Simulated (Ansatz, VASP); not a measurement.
**Two plane-wave programs on BN**

```
B N
1.0
     2.55394    0.00000    0.00000
    -1.27697    2.21178    0.00000
     0.00000    0.00000    4.22685
B N
2 2
Direct
  0.64483 0.31735 0.99972
  0.31150 0.65068 0.49972
  0.66667 0.33333 0.62528
  0.33333 0.66667 0.12528
```

Change from the starting cell: all B atoms moved -0.050 Å, as atom 1 along Cartesian [1 1 0].

Alike in both runs: task single point; functional r2SCAN; k mesh 12 × 12 × 6; occupations gaussian, width 0.05 eV; no spin polarisation.

|  | VASP | Ansatz |
| --- | --- | --- |
| version | VASP 6.6.1 | Ansatz 0.2.0 |
| potentials or method | VASP PAW PBE potentials, release 64 (B, N), cutoff 520 eV | scalar-relativistic, plane waves, PAW |
| valence electrons in the cell | 16 | 16 |

Ansatz gave:

| Item | Value |
| --- | --- |
| gap on the k mesh at the Fermi level (eV) | 5.55 |
| least direct gap on the mesh (eV) | 8.71 |
| pressure (GPa) | -4.0 |
| traceless stress, the component that is largest in VASP (GPa) | -0.91 |
| rms of the force components (eV/Å) | 0.703 |

Q: Estimate VASP's values.

A: gap on the k mesh at the Fermi level (eV): 5.52; least direct gap on the mesh (eV): 8.68; pressure (GPa): -3.0; traceless stress, the component that is largest in VASP (GPa): -0.91; rms of the force components (eV/Å): 0.704.

VASP's potentials were made for PBE, not for r2SCAN. Atom by atom the forces differ by 0.002 eV/Å (rms over components). The functional is the same, so the differences come from potentials, cutoffs and numerics.
